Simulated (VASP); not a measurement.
# Al5Cl (F-43m) in VASP: notebook

Runs on Al5Cl. Level: PBE. Tasks: single point, relaxation of cell and atoms.

Everything below comes from runs of VASP 6.6.1. Logs are shortened: lines on timing, memory, paths and dates and some standing lists are left out, and cuts for length are marked.

## 1. The cell of the first run

Symmetry: F-43m, No. 216, cubic system. The conventional cell has a = 7.144 Å, b = 7.144 Å, c = 7.144 Å, α = 90.00°, β = 90.00°, γ = 90.00°. Within 3.3 Å of Al (site symmetry 3m) lie 9 Al at 2.53 to 2.96 Å and 3 Cl at 2.96 Å. Within 3.9 Å of Al (site symmetry -43m) lie 12 Al at 2.96 Å and 4 Cl at 3.09 Å. Within 3.9 Å of Cl (site symmetry -43m) lie 16 Al at 2.96 to 3.09 Å.

## 2. Single point, PBE

Input file INCAR:

```
SYSTEM = Al5Cl
PREC     = Accurate       ! precision mode
ENCUT    = 520            ! plane-wave cutoff, eV
EDIFF    = 1E-6           ! SCF threshold, eV
ISMEAR   = 0              ! smearing method
SIGMA    = 0.1            ! smearing width, eV
LREAL    = .False.        ! projectors in reciprocal space
LASPH    = .True.         ! aspherical terms in the spheres
NELM     = 60             ! most SCF steps
ALGO     = Normal         ! electronic algorithm
ISIF     = 2              ! what is computed and relaxed
LWAVE    = .False.        ! write WAVECAR
LCHARG   = .True.         ! write CHGCAR
GGA      = PE             ! functional
LELF     = .True.         ! ELF
LVHAR    = .True.       
NBANDS   = 20             ! bands
```

Input file KPOINTS:

```
Automatic mesh
0
Gamma
  4 4 4
  0 0 0
```

Input file POSCAR:

```
Al5Cl
1.0
    0.0000000000      3.5719932600      3.5719932600
    3.5719932600      0.0000000000      3.5719932600
    3.5719932600      3.5719932600      0.0000000000
Al Cl
5 1
Direct
    0.1250000000      0.6250000000      0.6250000000
    0.6250000000      0.6250000000      0.6250000000
    0.6250000000      0.1250000000      0.6250000000
    0.6250000000      0.6250000000      0.1250000000
    0.2500000000      0.2500000000      0.2500000000
    0.0000000000      0.0000000000      0.0000000000
```

Potentials or basis: VASP PAW PBE potentials, release 64 (Al, Cl).

On the command line:

```
cat potpaw_PBE.64/Al/POTCAR potpaw_PBE.64/Cl/POTCAR > POTCAR
mpirun -np 1 vasp_std > vasp.out
```

OUTCAR:

```text
SYSTEM = Al5Cl
   PREC = Accurate
   ENCUT = 520
   EDIFF = 1E-6
   ISMEAR = 0
   LREAL = .False.
   LASPH = .True.
   NELM = 60
   ISIF = 2
   GGA = PE

 ion  position               nearest neighbor table
   1  0.125  0.625  0.625-   2 2.53   4 2.53   3 2.53   2 2.53   3 2.53   4 2.53   6 2.96   5 2.96
                             6 2.96   5 2.96   6 2.96   5 2.96
   2  0.625  0.625  0.625-   1 2.53   3 2.53   4 2.53   4 2.53   3 2.53   1 2.53   5 2.96   6 2.96
                             5 2.96   6 2.96   5 2.96   6 2.96
   3  0.625  0.125  0.625-   2 2.53   4 2.53   1 2.53   2 2.53   4 2.53   1 2.53   5 2.96   6 2.96
                             5 2.96   6 2.96   6 2.96   5 2.96
   4  0.625  0.625  0.125-   2 2.53   1 2.53   2 2.53   3 2.53   3 2.53   1 2.53   5 2.96   6 2.96
                             5 2.96   6 2.96   6 2.96   5 2.96
   5  0.250  0.250  0.250-   1 2.96   3 2.96   1 2.96   4 2.96   3 2.96   4 2.96   4 2.96   2 2.96
                             1 2.96   2 2.96   2 2.96   3 2.96
   6  0.000  0.000  0.000-   3 2.96   4 2.96   1 2.96   4 2.96   1 2.96   3 2.96   2 2.96   2 2.96
                             2 2.96   1 2.96   3 2.96   4 2.96

  LATTYP: Found a face centered cubic cell.
 ALAT       =     7.1439865200

  Lattice vectors:

 A1 = (   0.0000000000,   3.5719932600,   3.5719932600)
 A2 = (   3.5719932600,   0.0000000000,   3.5719932600)
 A3 = (   3.5719932600,   3.5719932600,   0.0000000000)

Analysis of symmetry for initial positions (statically):
=====================================================================
 Subroutine PRICEL returns:
 Original cell was already a primitive cell.

 Routine SETGRP: Setting up the symmetry group for a
 face centered cubic supercell.

 Subroutine GETGRP returns: Found 24 space group operations
 (whereof 24 operations were pure point group operations)
 out of a pool of 48 trial point group operations.

The static configuration has the point symmetry T_d .

Analysis of symmetry for dynamics (positions and initial velocities):
=====================================================================
 Subroutine PRICEL returns:
 Original cell was already a primitive cell.

 Routine SETGRP: Setting up the symmetry group for a
 face centered cubic supercell.

 Subroutine GETGRP returns: Found 24 space group operations
 (whereof 24 operations were pure point group operations)
 out of a pool of 48 trial point group operations.

The dynamic configuration has the point symmetry T_d .

 Subroutine INISYM returns: Found 24 space group operations
 (whereof 24 operations are pure point group operations),
 and found     1 'primitive' translations

----------------------------------------------------------------------------------------

                                     Primitive cell

  volume of cell :      91.1511

  direct lattice vectors                    reciprocal lattice vectors
     0.000000000  3.571993260  3.571993260    -0.139977868  0.139977868  0.139977868
     3.571993260  0.000000000  3.571993260     0.139977868 -0.139977868  0.139977868
     3.571993260  3.571993260  0.000000000     0.139977868  0.139977868 -0.139977868

  length of vectors
     5.051561313  5.051561313  5.051561313     0.242448779  0.242448779  0.242448779

  position of ions in fractional coordinates (direct lattice)
     0.125000000  0.625000000  0.625000000
     0.625000000  0.625000000  0.625000000
     0.625000000  0.125000000  0.625000000
     0.625000000  0.625000000  0.125000000
     0.250000000  0.250000000  0.250000000
     0.000000000  0.000000000  0.000000000

  ion indices of the primitive-cell ions
   primitive index   ion index
                 1           1
                 2           2
                 3           3
                 4           4
                 5           5
                 6           6

----------------------------------------------------------------------------------------

 KPOINTS: Automatic mesh

Automatic generation of k-mesh.
 Grid dimensions read from file:
 generate k-points for:    4    4    4

 Generating k-lattice:

  Cartesian coordinates                     Fractional coordinates (reciprocal lattice)
    -0.034994467  0.034994467  0.034994467     0.250000000  0.000000000  0.000000000
     0.034994467 -0.034994467  0.034994467     0.000000000  0.250000000  0.000000000
     0.034994467  0.034994467 -0.034994467     0.000000000  0.000000000  0.250000000

  Length of vectors
     0.060612195  0.060612195  0.060612195

  Shift w.r.t. Gamma in fractional coordinates (k-lattice)
     0.000000000  0.000000000  0.000000000

 Subroutine IBZKPT returns following result:
 ===========================================

 Found      8 irreducible k-points:

 Following reciprocal coordinates:
            Coordinates               Weight
  0.000000  0.000000  0.000000      1.000000
  0.250000  0.000000  0.000000      8.000000
  0.500000  0.000000  0.000000      4.000000
  0.250000  0.250000  0.000000      6.000000
  0.500000  0.250000  0.000000     24.000000
 -0.250000  0.250000  0.000000     12.000000
  0.500000  0.500000  0.000000      3.000000
 -0.250000  0.500000  0.250000      6.000000
   k-points           NKPTS =      8   k-points in BZ     NKDIM =      8   number of bands    NBANDS=     20
   number of dos      NEDOS =    301   number of ions     NIONS =      6
   total plane-waves  NPLWV =  64000
   dimension x,y,z NGX =    40 NGY =   40 NGZ =   40
   dimension x,y,z NGXF=    80 NGYF=   80 NGZF=   80
   ions per type =               5   1
   NGX,Y,Z   is equivalent  to a cutoff of  13.16, 13.16, 13.16 a.u.
   NGXF,Y,Z  is equivalent  to a cutoff of  26.33, 26.33, 26.33 a.u.
 SYSTEM =  Al5Cl
   PREC   = accura    normal or accurate (medium, high low for compatibility)
   ISTART =      0    job   : 0-new  1-cont  2-samecut
   ICHARG =      2    charge: 1-file 2-atom 10-const
   ISPIN  =      1    spin polarized calculation?
   LNONCOLLINEAR =      F non collinear calculations
   LSORBIT =      F    spin-orbit coupling
   LASPH  =      T    aspherical Exc in radial PAW
   ENCUT  =  520.0 eV  38.22 Ry    6.18 a.u.   9.39  9.39  9.39*2*pi/ulx,y,z
   NELM   =     60;   NELMIN=  2; NELMDL= -5     # of ELM steps
   EDIFF  = 0.1E-05   stopping-criterion for ELM
   LREAL  =      F    real-space projection
   EDIFFG = 0.1E-04   stopping-criterion for IOM
   NSW    =      0    number of steps for IOM
   IBRION =     -1    ionic relax: 0-MD 1-quasi-New 2-CG
   NFREE  =      0    steps in history (QN), initial steepest desc. (CG)
   ISIF   =      2    stress and relaxation
   ISYM   =      2    0-nonsym 1-usesym 2-fastsym
   POTIM  = 0.5000    time-step for ionic-motion
   TEBEG  =    0.0;   TEEND  =   0.0 temperature during run
   PSTRESS=    0.0 pullay stress
   NELECT =      22.0000    total number of electrons
   NUPDOWN=      -1.0000    fix difference up-down
   EMIN   =  10.00;   EMAX   =-10.00  energy-range for DOS
   EFERMI =   0.00;   METHOD = LEGACY
   ISMEAR =     0;   SIGMA  =   0.10  broadening in eV -4-tet -1-fermi 0-gaus
   EFERMI_NEDOS =   21; number of points for ismear=-14 and -15
   IALGO  =     38    algorithm
   IMIX   =      4    mixing-type and parameters
     AMIX     =   0.40;   BMIX     =  1.00
     AMIX_MAG =   1.60;   BMIX_MAG =  1.00
  volume/ion in A,a.u.               =      15.19       102.52
  Fermi-wavevector in a.u.,A,eV,Ry     =   1.019284  1.926167 14.135628  1.038939
  Thomas-Fermi vector in A             =   2.152789
   LORBIT       =      0    0 simple, 1 ext, 2 COOP (PROOUT), +10 PAW based schemes
   GGA     = PE    functional components
   LHFCALC =     F    Hartree Fock is set to
   AEXX    =    0.0000 exact exchange contribution
   IVDW    =     0    specifies the selected vdW correction
   LEPSILON=     F    determine dielectric tensor
   LRPA    =     F    only Hartree local field effects (RPA)
 non-spin polarized calculation
 Gauss-broadening in eV      SIGMA  =   0.10
  energy-cutoff  :      520.00
  volume of cell :       91.15
 maximum number of plane-waves:      2477
 NGX is ok and might be reduce to    40
   NGX = 19   NGY = 19   NGZ = 19

 number of electron      21.9999998 magnetization

 Free energy of the ion-electron system (eV)
  ---------------------------------------------------
  ext. energy  EPLUGINS =         0.00000000
  ---------------------------------------------------
  free energy    TOTEN  =       -17.91965925 eV

  energy without entropy =      -17.89255845  energy(sigma->0) =      -17.90610885

 E-fermi :   8.9385     XC(G=0): -10.5761

 val. band max:        8.8061331618   @ k =   0.5000   0.0000   0.0000
 cond. band min:       8.9559007889   @ k =   0.5000   0.2500   0.0000
 fundamental gap:      0.1497676271
 Fermi energy:         8.9384987540

 k-point     1 :       0.0000    0.0000    0.0000
  band No.  band energies     occupation
      1      -8.2948      2.00000
      2      -1.3095      2.00000
      3       2.7051      2.00000
      4       2.7051      2.00000
      5       2.7051      2.00000
      6       4.0238      2.00000
[... 12 lines left out ...]
     19      16.9217      0.00000
     20      17.8535      0.00000

 k-point     2 :       0.2500    0.0000    0.0000
  band No.  band energies     occupation
      1      -8.2148      2.00000
      2      -1.3736      2.00000
      3       1.9789      2.00000
      4       2.5489      2.00000
      5       2.5489      2.00000
      6       3.6233      2.00000
[... 12 lines left out ...]
     19      15.9915      0.00000
     20      15.9915      0.00000
[... 97 lines left out ...]
      3       0.3275      2.00000
      4       1.5667      2.00000
      5       1.5667      2.00000
      6       2.6909      2.00000
[... 12 lines left out ...]
     19      13.8476      0.00000
     20      13.9068      0.00000

 k-point     8 :      -0.2500    0.5000    0.2500
  band No.  band energies     occupation
      1      -8.0843      2.00000
      2      -0.3055      2.00000
      3      -0.1276      2.00000
      4       0.4655      2.00000
      5       3.1627      2.00000
      6       4.1277      2.00000
[... 12 lines left out ...]
     19      15.0914      0.00000
     20      15.3885      0.00000

------------------------ aborting loop because EDIFF is reached ----------------------------------------

  FORCE on cell =-STRESS in cart. coord.  units (eV):
  Direction    XX          YY          ZZ          XY          YZ          ZX
  --------------------------------------------------------------------------------------
  -------------------------------------------------------------------------------------
  Total       12.5539890     12.5539890     12.5539890      0.0000000      0.0000000      0.0000000
  in kB      220.6634670    220.6634670    220.6634670      0.0000000      0.0000000      0.0000000
  external PRESSURE =     220.6634670 kB  Pullay stress =       0.0000000 kB

 VOLUME and BASIS-vectors are now :
 -----------------------------------------------------------------------------
  energy-cutoff  :      520.00
  volume of cell :       91.15
      direct lattice vectors                 reciprocal lattice vectors
     0.000000000  3.571993260  3.571993260    -0.139977868  0.139977868  0.139977868
     3.571993260  0.000000000  3.571993260     0.139977868 -0.139977868  0.139977868
     3.571993260  3.571993260  0.000000000     0.139977868  0.139977868 -0.139977868

 POSITION                                       TOTAL-FORCE (eV/Angst)
 -----------------------------------------------------------------------------------
      4.46499      2.67899      2.67899        -0.026967      0.026967      0.026967
      4.46499      4.46499      4.46499        -0.026967     -0.026967     -0.026967
      2.67899      4.46499      2.67899         0.026967     -0.026967      0.026967
      2.67899      2.67899      4.46499         0.026967      0.026967     -0.026967
      1.78600      1.78600      1.78600         0.000000      0.000000      0.000000
      0.00000      0.00000      0.00000         0.000000      0.000000      0.000000
 -----------------------------------------------------------------------------------
    total drift:                                0.000000      0.000000     -0.000000

  FREE ENERGIE OF THE ION-ELECTRON SYSTEM (eV)
  ---------------------------------------------------
  free  energy   TOTEN  =       -17.9196592540 eV

  energy  without entropy=      -17.8925584550  energy(sigma->0) =      -17.90610885
```

It took 9.8 s on 1 thread of Intel Xeon 6975P-C (Granite Rapids), shared host; peak memory 0.23 GiB.

Results:

* Free energy: -17.9197 eV
* Pressure: 22.1 GPa
* Band gap on the k mesh: zero (band 11 reaches 10.84 eV, above the bottom of band 12 at 7.37 eV)

Caveat: the k points lie up to 0.38 Å⁻¹ apart.

## 3. Single point, PBE

This run uses another cell than the first one, of 19.56 Å³/atom, 1.287 times its volume.

Input file INCAR:

```
PREC = Accurate ; ENCUT = 520
EDIFF = 1E-7 ; ISMEAR = 0
SIGMA = 0.1 ; LREAL = F
LASPH = T ; NELM = 60
ALGO = Normal ; ISIF = 2
LWAVE = F ; LCHARG = F
GGA = PE ; NBANDS = 20
```

Input file KPOINTS:

```
Automatic mesh
0
Gamma
  4 4 4
```

Input file POSCAR:

```
Al5Cl
1.0
    0.0000000000      3.8858465393      3.8858465393
    3.8858465393      0.0000000000      3.8858465393
    3.8858465393      3.8858465393      0.0000000000
Al Cl
5 1
Direct
    0.1258602810      0.6247132397      0.6247132397
    0.6247132397      0.6247132397      0.6247132397
    0.6247132397      0.1258602810      0.6247132397
    0.6247132397      0.6247132397      0.1258602810
    0.2500000000      0.2500000000      0.2500000000
    0.0000000000      0.0000000000      0.0000000000
```

Potentials or basis: VASP PAW PBE potentials, release 64 (Al, Cl).

On the command line:

```
cat potpaw_PBE.64/Al/POTCAR potpaw_PBE.64/Cl/POTCAR > POTCAR
mpirun -np 1 vasp_std > vasp.out
```

OUTCAR:

```text
PREC = Accurate
   ENCUT = 520
   EDIFF = 1E-7
   ISMEAR = 0
   LREAL = F
   LASPH = T
   NELM = 60
   ISIF = 2
   GGA = PE

 ion  position               nearest neighbor table
   1  0.126  0.625  0.625-   2 2.74   3 2.74   4 2.74   3 2.75   4 2.75   2 2.75   5 3.22   5 3.22
                             5 3.22
   2  0.625  0.625  0.625-   1 2.74   3 2.74   4 2.74   1 2.75   3 2.75   4 2.75   5 3.22   5 3.22
                             5 3.22
   3  0.625  0.126  0.625-   1 2.74   2 2.74   4 2.74   1 2.75   4 2.75   2 2.75   5 3.22   5 3.22
                             5 3.22
   4  0.625  0.625  0.126-   1 2.74   2 2.74   3 2.74   3 2.75   1 2.75   2 2.75   5 3.22   5 3.22
                             5 3.22
   5  0.250  0.250  0.250-   1 3.22   3 3.22   1 3.22   4 3.22   3 3.22   4 3.22   2 3.22   2 3.22
                             2 3.22   1 3.22   3 3.22   4 3.22
   6  0.000  0.000  0.000-

  LATTYP: Found a face centered cubic cell.
 ALAT       =     7.7716930786

  Lattice vectors:

 A1 = (   0.0000000000,   3.8858465393,   3.8858465393)
 A2 = (   3.8858465393,   0.0000000000,   3.8858465393)
 A3 = (   3.8858465393,   3.8858465393,   0.0000000000)

[... 169 lines left out ...]
 cond. band min:       6.2222168423   @ k =   0.5000   0.2500   0.0000
 fundamental gap:      0.1521567362
 Fermi energy:         6.1811107895

 k-point     1 :       0.0000    0.0000    0.0000
  band No.  band energies     occupation
      1      -9.7375      2.00000
      2      -2.9574      2.00000
      3       1.3156      2.00000
      4       1.3156      2.00000
      5       1.3156      2.00000
      6       2.0159      2.00000
[... 173 lines left out ...]
     19      11.7072      0.00000
     20      11.8780      0.00000

------------------------ aborting loop because EDIFF is reached ----------------------------------------

  FORCE on cell =-STRESS in cart. coord.  units (eV):
  Direction    XX          YY          ZZ          XY          YZ          ZX
  --------------------------------------------------------------------------------------
  -------------------------------------------------------------------------------------
  Total       -0.0102557     -0.0102557     -0.0102557      0.0000000      0.0000000     -0.0000000
  in kB       -0.1400192     -0.1400192     -0.1400192      0.0000000      0.0000000     -0.0000000
  external PRESSURE =      -0.1400192 kB  Pullay stress =       0.0000000 kB

 VOLUME and BASIS-vectors are now :
 -----------------------------------------------------------------------------
  energy-cutoff  :      520.00
  volume of cell :      117.35
      direct lattice vectors                 reciprocal lattice vectors
     0.000000000  3.885846539  3.885846539    -0.128672091  0.128672091  0.128672091
     3.885846539  0.000000000  3.885846539     0.128672091 -0.128672091  0.128672091
     3.885846539  3.885846539  0.000000000     0.128672091  0.128672091 -0.128672091

 POSITION                                       TOTAL-FORCE (eV/Angst)
 -----------------------------------------------------------------------------------
      4.85508      2.91661      2.91661         0.000380     -0.000380     -0.000380
      4.85508      4.85508      4.85508         0.000380      0.000380      0.000380
      2.91661      4.85508      2.91661        -0.000380      0.000380     -0.000380
      2.91661      2.91661      4.85508        -0.000380     -0.000380      0.000380
      1.94292      1.94292      1.94292        -0.000000     -0.000000     -0.000000
      0.00000      0.00000      0.00000        -0.000000     -0.000000     -0.000000
 -----------------------------------------------------------------------------------
    total drift:                                0.000000      0.000000      0.000000

  FREE ENERGIE OF THE ION-ELECTRON SYSTEM (eV)
  ---------------------------------------------------
  free  energy   TOTEN  =       -19.3663713333 eV

  energy  without entropy=      -19.3335293925  energy(sigma->0) =      -19.34995036
```

stdout:

```text
POSCAR found type information on POSCAR AlCl
 POSCAR found :  2 types and       6 ions
 scaLAPACK will be used
 LDA part: xc-table for (Slater+PW92), standard interpolation
 POSCAR, INCAR and KPOINTS ok, starting setup
 FFT: planning ... GRIDC
 FFT: planning ... GRID_SOFT
 FFT: planning ... GRID
 WAVECAR not read
 entering main loop
```

Run time: 17 s. Hardware: 1 thread of Intel Xeon 6975P-C (Granite Rapids), shared host; peak memory 0.24 GiB.

What came out:

```
Free energy            : -19.3664 eV
Pressure               : 0.0 GPa
Band gap on the k mesh : zero (band 11 reaches 7.60 eV, above the bottom of band 12 at 4.57 eV)
```

(Part 1 of 2 ends here.)
